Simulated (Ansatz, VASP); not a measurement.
P in VASP and in Ansatz

```
P
1.0
     1.65383   -5.49841    0.00000
     1.65383    5.49841    0.00000
     0.00000    0.00000    4.54689
P
4
Direct
  0.09551 0.90449 0.91181
  0.59551 0.40449 0.58819
  0.90449 0.09551 0.08819
  0.40449 0.59551 0.41181
```

Alike in both runs: functional r2SCAN; k mesh 6 × 6 × 4; occupations fermi-dirac, width 0.05 eV; no spin polarisation.

Ansatz relaxed the structure, and its values are those at the end. VASP's run is a single point on that final structure, the one shown.

```csv
,VASP,Ansatz
version,VASP 6.6.1,Ansatz 0.2.0
potentials or method,"VASP PAW PBE potentials, release 64 (P), cutoff 520 eV","plane waves (500 eV) with PAW, scalar-relativistic"
valence electrons in the cell,20,20
```

Ansatz gave:

```
pressure (GPa)                     : 0.0
rms of the force components (eV/Å) : 0.001
```

Q: Estimate VASP's values.

A: Pressure (GPa): -0.6; rms of the force components (eV/Å): 0.056.

VASP's potentials were made for PBE, not for r2SCAN. The functional is the same, so the differences come from potentials, cutoffs and numerics.
